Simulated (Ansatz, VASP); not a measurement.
## C: VASP beside Ansatz

```
C
1.0
     0.00000    1.78340    1.78340
     1.78340    0.00000    1.78340
     1.78340    1.78340    0.00000
C
2
Direct
  0.50000 0.50000 0.50000
  0.75000 0.75000 0.75000
```

Alike in both runs: task electric field gradients; functional LDA; k mesh 16 × 16 × 16; occupations fermi-dirac, width 0.03 eV; no spin polarisation.

```csv
,VASP,Ansatz
version,VASP 6.6.1,Ansatz 0.2.0
potentials or method,"VASP PAW LDA potentials, release 64 (C), cutoff 520 eV","all-electron PAW with datasets made for the crystal, scalar-relativistic"
```

|  | VASP | Ansatz | Ansatz less VASP |
| --- | --- | --- | --- |
| gap on the k mesh at the Fermi level (eV) | 4.10 | 4.11 | +0.006 |
| pressure (GPa) | -11.7 | -13.0 | -1.35 |

LDA's correlation is that of Perdew and Zunger in VASP and of Perdew and Wang (1992) in Ansatz. Ansatz ran all-electron here, and VASP with PAW potentials.
